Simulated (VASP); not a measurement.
Wanted: the native input for a VASP 6.6.1 run.

```yaml
Task: single point
Functional: LDA
Potentials_or_basis: VASP PAW LDA potentials, release 64 (Al, Rh_pv)
Cutoff: 500 eV
k_mesh: 9 × 9 × 9
Occupations: gaussian, width 0.1 eV
Spin: no spin polarisation
Dipole_correction: no
Further_INCAR_settings: ALGO = Normal; EDIFF = 1e-06; NBANDS = 16
```

The structure of AlRh lies in POSCAR:

```
AlRh
1.0
    2.9481577983      0.0000000000      0.0000000000
    0.0000000000      2.9481577983      0.0000000000
    0.0000000000      0.0000000000      2.9481577983
Al Rh
1 1
Direct
    0.0000000000      0.0000000000      0.0000000000
    0.5000000000      0.5000000000      0.5000000000
```

The input as run:

INCAR

```
SYSTEM = AlRh
PREC = Accurate
ENCUT = 500
EDIFF = 1E-6
ISMEAR = 0
SIGMA = 0.1
LREAL = .FALSE.
LASPH = .TRUE.
NELM = 120
ALGO = Normal
ISIF = 2
LWAVE = .FALSE.
LCHARG = .FALSE.
NBANDS = 16
GGA_COMPAT = .FALSE.
```

KPOINTS

```
Automatic mesh
0
G
  9 9 9
  0 0 0
```

Potentials or basis: VASP PAW LDA potentials, release 64 (Al, Rh_pv).

Command:

```bash
$ cat potpaw_LDA.64/Al/POTCAR potpaw_LDA.64/Rh_pv/POTCAR > POTCAR
$ mpirun -np 1 vasp_std > vasp.out
```

Results of the run:

```
Pressure               : 0.7 GPa
Band gap on the k mesh : zero (band 9 reaches 13.60 eV, above the bottom of band 10 at 11.58 eV)
```

Run time: 3.6 s on 1 thread of Intel(R) Xeon(R) 6975P-C (Granite Rapids), on a shared host, peak memory 0.13 GiB.
